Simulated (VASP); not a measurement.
Write the native input for VASP 6.6.1 that does the following.

```
Task                    : density of states
Functional              : PBE
Potentials or basis     : VASP PAW PBE potentials, release 64 (Rb_sv, In_d)
Cutoff                  : 520 eV
k mesh                  : 9 × 9 × 9
Occupations             : fermi-dirac, width 0.05 eV
Spin                    : no spin polarisation
Dipole correction       : no
k mesh for the DOS      : 14 × 14 × 14
Occupations for the DOS : tetrahedron
Further INCAR settings  : ALGO = Normal; EDIFF = 1e-06
```

RbIn (CsCl type):

```
Rb In
1.0
     4.45288    0.00000    0.00000
     0.00000    4.45288    0.00000
     0.00000    0.00000    4.45288
Rb In
1 1
Direct
  0.00000 0.00000 0.00000
  0.50000 0.50000 0.50000
```

These files were run (other wordings do the same):

POSCAR

```
RbIn
1.0
    4.4528829808      0.0000000000      0.0000000000
    0.0000000000      4.4528829808      0.0000000000
    0.0000000000      0.0000000000      4.4528829808
Rb In
1 1
Direct
    0.0000000000      0.0000000000      0.0000000000
    0.5000000000      0.5000000000      0.5000000000
```

INCAR.step1

```
SYSTEM = RbIn
PREC = Accurate
ENCUT = 520
EDIFF = 1E-6
ISMEAR = -1
SIGMA = 0.05
LREAL = .False.
LASPH = .True.
NELM = 100
ALGO = Normal
ISIF = 2
LWAVE = .False.
LCHARG = .True.
GGA = PE
NBANDS = 18
```

KPOINTS.step1

```
Automatic mesh
0
Gamma
  9 9 9
  0 0 0
```

INCAR.step2

```
SYSTEM = RbIn
PREC = Accurate
ENCUT = 520
EDIFF = 1E-6
ISMEAR = -5
SIGMA = 0.05
LREAL = .False.
LASPH = .True.
NELM = 100
ALGO = Normal
ISIF = 2
LWAVE = .False.
LCHARG = .False.
GGA = PE
LORBIT = 11
NEDOS = 1001
ICHARG = 11
```

KPOINTS.step2

```
Automatic mesh
0
Gamma
  14 14 14
  0 0 0
```

Potentials or basis: VASP PAW PBE potentials, release 64 (Rb_sv, In_d).

Run with:

```bash
$ cat potpaw_PBE.64/Rb_sv/POTCAR potpaw_PBE.64/In_d/POTCAR > POTCAR
$ cp INCAR.step1 INCAR
$ cp KPOINTS.step1 KPOINTS
$ mpirun -np 1 vasp_std > vasp.out
$ cp INCAR.step2 INCAR
$ cp KPOINTS.step2 KPOINTS
$ mpirun -np 1 vasp_std > vasp.out
```

Results of the run:

```json
{"Valence electrons inside the program's atomic spheres": "Rb 7.31; In 11.28"}
```

Caveat: spin-orbit coupling is left out, which moves the levels of the heavy elements.

It took 2.8 min on 1 thread of AMD EPYC 7R13, with other jobs on the host, peak memory 0.29 GiB.
